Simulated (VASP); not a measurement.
A run of VASP 6.6.1:

POSCAR

```
Pb
1.0
    3.4800006906      0.0000000000      0.0000000000
   -1.7400003453      3.0137690032      0.0000000000
    0.0000000000      0.0000000000      5.8136000000
Pb
2
Direct
    0.3333333333      0.6666666667      0.2500000000
    0.6666666667      0.3333333333      0.7500000000
```

The input INCAR.step1:

```
SYSTEM = Pb
PREC     = Accurate       ! precision mode
ENCUT    = 520            ! plane-wave cutoff, eV
ISMEAR   = 0              ! smearing method
SIGMA    = 0.15           ! smearing width, eV
LREAL    = .FALSE.        ! projectors in reciprocal space
LASPH    = .TRUE.         ! aspherical terms in the spheres
NELM     = 100            ! most SCF steps
NBANDS   = 21             ! bands
GGA      = PE             ! functional
ALGO     = Normal         ! electronic algorithm
EDIFF    = 1E-4           ! SCF threshold, eV
LWAVE    = .TRUE.         ! write WAVECAR
LCHARG   = .FALSE.        ! write CHGCAR
```

The input INCAR.step2:

```
SYSTEM = Pb
PREC     = Accurate       ! precision mode
ENCUT    = 520            ! plane-wave cutoff, eV
EDIFF    = 1E-6           ! SCF threshold, eV
ISMEAR   = 0              ! smearing method
SIGMA    = 0.15           ! smearing width, eV
LREAL    = .FALSE.        ! projectors in reciprocal space
LASPH    = .TRUE.         ! aspherical terms in the spheres
NELM     = 100            ! most SCF steps
ALGO     = Normal         ! electronic algorithm
ISIF     = 2              ! what is computed and relaxed
LWAVE    = .FALSE.        ! write WAVECAR
LCHARG   = .FALSE.        ! write CHGCAR
METAGGA  = R2SCAN         ! meta-GGA
LMIXTAU  = .TRUE.       
NBANDS   = 21             ! bands
ISTART   = 1
```

KPOINTS

```
regular mesh
0
G
  18 18 10
  0 0 0
```

Potentials or basis: VASP PAW PBE potentials, release 64 (Pb_d).

Run with:

```sh
$ cat potpaw_PBE.64/Pb_d/POTCAR > POTCAR
$ cp INCAR.step1 INCAR
$ mpirun -np 1 vasp_std > vasp.out
$ cp INCAR.step2 INCAR
$ mpirun -np 1 vasp_std > vasp.out
```

Hardware: 1 thread of AMD EPYC 9R45 96-Core Processor (Zen 5), on a shared host.

Task: How long does it take, and how much memory?

Result: Run time: 8.6 min on 1 thread of AMD EPYC 9R45 96-Core Processor (Zen 5), with other jobs on the host, peak memory 0.32 GiB. Counts: k points 222.
